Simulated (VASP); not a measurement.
# LiH (I4/mmm) in VASP: notebook, part 2 of 2

VASP 6.6.1. The steps go on from the part before.

### Step 4. Single point, PBE (strain +0.0200 x Voigt [1, 1, 0, 0, 0, 0])

INCAR

```
PREC = Accurate
ENCUT = 520
EDIFF = 1E-6
ISMEAR = 0
SIGMA = 0.05
LREAL = False
LASPH = True
NELM = 60
ALGO = Normal
ISIF = 2
LWAVE = False
LCHARG = True
GGA = PE
LELF = True
LVHAR = True
NBANDS = 9
```

KPOINTS

```
regular mesh
0
Gamma
  10 10 10
```

POSCAR

```
LiH
1.0
    0.0000000000      2.0731500000      2.0325000000
    2.0731500000      0.0000000000      2.0325000000
    2.0731500000      2.0731500000      0.0000000000
Li H
1 1
Direct
    0.0000000000      0.0000000000      0.0000000000
    0.5000000000      0.5000000000      0.5000000000
```

Potentials or basis: VASP PAW PBE potentials, release 64 (Li_sv, H).

Started as:

```console
$ cat potpaw_PBE.64/Li_sv/POTCAR potpaw_PBE.64/H/POTCAR > POTCAR
$ mpirun -np 1 vasp_std > vasp.out
```

OUTCAR:

```text
PREC = Accurate
   ENCUT = 520
   EDIFF = 1E-6
   ISMEAR = 0
   LREAL = False
   LASPH = True
   NELM = 60
   ISIF = 2
   GGA = PE

 ion  position               nearest neighbor table
   1  0.000  0.000  0.000-
   2  0.500  0.500  0.500-

  LATTYP: Found a body centered tetragonal cell.
 ALAT       =     2.9318768468
 C/A-ratio  =     1.3864838847

  Lattice vectors:

 A1 = (   0.0000000000,  -2.0731500000,  -2.0325000000)
 A2 = (   0.0000000000,   2.0731500000,  -2.0325000000)
 A3 = (   2.0731500000,   0.0000000000,   2.0325000000)

Analysis of symmetry for initial positions (statically):
=====================================================================
 Subroutine PRICEL returns:
 Original cell was already a primitive cell.

 Routine SETGRP: Setting up the symmetry group for a
 body centered tetragonal supercell.

 Subroutine GETGRP returns: Found 16 space group operations
 (whereof 16 operations were pure point group operations)
 out of a pool of 16 trial point group operations.

The static configuration has the point symmetry D_4h.

Analysis of symmetry for dynamics (positions and initial velocities):
=====================================================================
 Subroutine PRICEL returns:
 Original cell was already a primitive cell.

 Routine SETGRP: Setting up the symmetry group for a
 body centered tetragonal supercell.

 Subroutine GETGRP returns: Found 16 space group operations
 (whereof 16 operations were pure point group operations)
 out of a pool of 16 trial point group operations.

The dynamic configuration has the point symmetry D_4h.

 Subroutine INISYM returns: Found 16 space group operations
 (whereof 16 operations are pure point group operations),
 and found     1 'primitive' translations

----------------------------------------------------------------------------------------

[... 116 lines left out ...]
   LORBIT       =      0    0 simple, 1 ext, 2 COOP (PROOUT), +10 PAW based schemes
   GGA     = PE    functional components
   LHFCALC =     F    Hartree Fock is set to
   AEXX    =    0.0000 exact exchange contribution
   IVDW    =     0    specifies the selected vdW correction
   LEPSILON=     F    determine dielectric tensor
   LRPA    =     F    only Hartree local field effects (RPA)
 non-spin polarized calculation
 Gauss-broadening in eV      SIGMA  =   0.05
  energy-cutoff  :      520.00
  volume of cell :       17.47
 maximum number of plane-waves:       499
 NGX is ok and might be reduce to    24
   NGX = 11   NGY = 11   NGZ = 11

 number of electron       4.0000006 magnetization

 Free energy of the ion-electron system (eV)
  ---------------------------------------------------
  ext. energy  EPLUGINS =         0.00000000
  ---------------------------------------------------
  free energy    TOTEN  =        -6.11439382 eV

  energy without entropy =       -6.11439382  energy(sigma->0) =       -6.11439382

 E-fermi :   0.2136     XC(G=0):  -8.2522

 val. band max:       -0.1777094662   @ k =   0.5000   0.5000   0.0000
 cond. band min:       2.6764822840   @ k =   0.5000   0.0000   0.5000
 fundamental gap:      2.8541917502
 Fermi energy:         0.2136347769

 k-point     1 :       0.0000    0.0000    0.0000
  band No.  band energies     occupation
      1     -44.6528      2.00000
      2      -5.4009      2.00000
      3      14.7818      0.00000
      4      16.6961      0.00000
      5      16.8590      0.00000
      6      16.8590      0.00000
      7      21.3401      0.00000
      8      21.3401      0.00000
      9      21.4478      0.00000
[... 265 lines left out ...]
 k-point    24 :       0.4000    0.3000    0.0000
  band No.  band energies     occupation
      1     -44.6156      2.00000
      2      -2.3619      2.00000
      3       6.3675      0.00000
      4       9.7137      0.00000
      5      10.9018      0.00000
      6      15.0997      0.00000
      7      16.2142      0.00000
      8      27.8757      0.00000
      9      28.0906      0.00000

 [... further k-points ...]

------------------------ aborting loop because EDIFF is reached ----------------------------------------

  FORCE on cell =-STRESS in cart. coord.  units (eV):
  Direction    XX          YY          ZZ          XY          YZ          ZX
  --------------------------------------------------------------------------------------
  -------------------------------------------------------------------------------------
  Total       -0.3414083     -0.3414083     -0.2301754      0.0000000      0.0000000      0.0000000
  in kB      -31.3085264    -31.3085264    -21.1080189      0.0000000      0.0000000      0.0000000
  external PRESSURE =     -27.9083572 kB  Pullay stress =       0.0000000 kB

 VOLUME and BASIS-vectors are now :
 -----------------------------------------------------------------------------
  energy-cutoff  :      520.00
  volume of cell :       17.47
      direct lattice vectors                 reciprocal lattice vectors
     0.000000000  2.073150000  2.032500000    -0.241178882  0.241178882  0.246002460
     2.073150000  0.000000000  2.032500000     0.241178882 -0.241178882  0.246002460
     2.073150000  2.073150000  0.000000000     0.241178882  0.241178882 -0.246002460

 POSITION                                       TOTAL-FORCE (eV/Angst)
 -----------------------------------------------------------------------------------
      0.00000      0.00000      0.00000        -0.000000      0.000000      0.000000
      2.07315      2.07315      2.03250         0.000000      0.000000     -0.000000
 -----------------------------------------------------------------------------------
    total drift:                                0.000000     -0.000000     -0.000000

  FREE ENERGIE OF THE ION-ELECTRON SYSTEM (eV)
  ---------------------------------------------------
  free  energy   TOTEN  =        -6.1143938152 eV

  energy  without entropy=       -6.1143938152  energy(sigma->0) =       -6.11439382
```

OSZICAR:

```text
N       E                     dE             d eps       ncg     rms          rms(c)
DAV:   1    -0.169142775622E+01   -0.16914E+01   -0.13359E+03  1860   0.396E+02
DAV:   2    -0.629086405299E+01   -0.45994E+01   -0.45792E+01  2565   0.559E+01
DAV:   3    -0.635294717482E+01   -0.62083E-01   -0.62060E-01  2315   0.548E+00
DAV:   4    -0.635335576119E+01   -0.40859E-03   -0.40855E-03  2506   0.359E-01
DAV:   5    -0.635335927455E+01   -0.35134E-05   -0.35133E-05  2280   0.237E-02    0.284E+00
DAV:   6    -0.617130686710E+01    0.18205E+00   -0.15646E-01  2040   0.119E+00    0.141E+00
DAV:   7    -0.611249109510E+01    0.58816E-01   -0.19418E-01  2157   0.152E+00    0.220E-01
DAV:   8    -0.611447036933E+01   -0.19793E-02   -0.49708E-03  2209   0.447E-01    0.431E-02
DAV:   9    -0.611439861435E+01    0.71755E-04   -0.16474E-04  2383   0.466E-02    0.844E-03
DAV:  10    -0.611439575235E+01    0.28620E-05   -0.71339E-06  2117   0.186E-02    0.260E-03
DAV:  11    -0.611439474979E+01    0.10026E-05   -0.21594E-07  1523   0.263E-03    0.659E-04
DAV:  12    -0.611439381523E+01    0.93457E-06   -0.14606E-08  1153   0.898E-04
   1 F= -.61143938E+01 E0= -.61143938E+01  d E =-.700584E-31
```

Run time: 5.1 s. Hardware: 1 thread of Intel Xeon 6975P-C (Granite Rapids), shared host; peak memory 0.14 GiB.

Results:

```
Free energy            : -6.1144 eV
Band gap on the k mesh : 2.85 eV (least direct gap 3.00 eV)
```

Levels at points of the mesh, in eV from the valence-band top:
```tsv
k point	band 1	band 2	band 3	band 4	band 5	band 6
(0.00, 0.00, 0.00)	-44.48	-5.22	14.96	16.87	17.04	17.04
(0.50, 0.00, 0.00)	-44.44	-2.50	4.64	12.86	15.50	15.89
(0.50, 0.50, 0.00)	-44.43	0.00	3.11	10.13	10.13	13.20
(0.50, 0.00, 0.50)	-44.43	-0.14	2.85	10.35	10.51	13.49
```

Caveat: the cell differs from its parent crystal (strain +0.0200 x Voigt [1, 1, 0, 0, 0, 0]); the cutoff is under 1.25 times the usual one of these potentials, so pressure, stress and relaxed cells hold a basis-set (Pulay) error. A k mesh can miss the band edges.

### Step 5. Single point, PBE (strain +0.0350 x Voigt [1, 1, 0, 0, 0, 0])

Changes to INCAR since step 4:

```diff
@@ -2,3 +2,3 @@
 ENCUT = 520
-EDIFF = 1E-6
+EDIFF = 1E-7
 ISMEAR = 0
```

KPOINTS is that of step 4.

POSCAR

```
LiH
1.0
    0.0000000000      2.1036375000      2.0325000000
    2.1036375000      0.0000000000      2.0325000000
    2.1036375000      2.1036375000      0.0000000000
Li H
1 1
Direct
    0.0000000000      0.0000000000      0.0000000000
    0.5000000000      0.5000000000      0.5000000000
```

Started as:

```console
$ cat potpaw_PBE.64/Li_sv/POTCAR potpaw_PBE.64/H/POTCAR > POTCAR
$ mpirun -np 1 vasp_std > vasp.out
```

It took 5.9 s on 1 thread of Intel Xeon 6975P-C (Granite Rapids), shared host; peak memory 0.14 GiB.

It converged, with:

```yaml
Free_energy: -6.1034 eV
Band_gap_on_the_k_mesh: 2.75 eV (least direct gap 2.99 eV)
```

Levels at points of the mesh, in eV from the valence-band top:
```
           k point  band 1  band 2  band 3  band 4  band 5  band 6
(0.00, 0.00, 0.00)  -44.58   -5.18   14.53   16.45   16.73   16.73
(0.50, 0.00, 0.00)  -44.55   -2.49    4.51   12.52   15.05   15.74
(0.50, 0.50, 0.00)  -44.54    0.00    3.18    9.79    9.79   12.83
(0.50, 0.00, 0.50)  -44.54   -0.25    2.75   10.16   10.44   13.33
```

Caveat: the cell differs from its parent crystal (strain +0.0350 x Voigt [1, 1, 0, 0, 0, 0]); the cutoff is under 1.25 times the usual one of these potentials, so pressure, stress and relaxed cells hold a basis-set (Pulay) error. A k mesh can miss the band edges.

### Step 6. The runs side by side

| cell | gap on the mesh (eV) |
| --- | --- |
| a = 2.889, b = 2.889, c = 2.903 Å, angles 59.8, 59.8, 60.3°, 2 atoms | 2.93 |
| a = 2.918, b = 2.918, c = 2.961 Å, angles 59.5, 59.5, 61.0°, 2 atoms | 2.78 |
| a = 2.903, b = 2.903, c = 2.932 Å, angles 59.7, 59.7, 60.7°, 2 atoms | 2.85 |
| a = 2.925, b = 2.925, c = 2.975 Å, angles 59.4, 59.4, 61.1°, 2 atoms | 2.75 |

Alike in all rows: task single point; level PBE; potentials or basis VASP PAW PBE potentials, release 64 (Li_sv, H); no spin polarisation; k mesh 10 × 10 × 10; cutoff (eV) 520; smearing gaussian 0.05 eV.

Caveats: the cutoff is under 1.25 times the usual one of these potentials, so pressure, stress and relaxed cells hold a basis-set (Pulay) error.

Absolute energies hang on the potentials; compare differences alone.
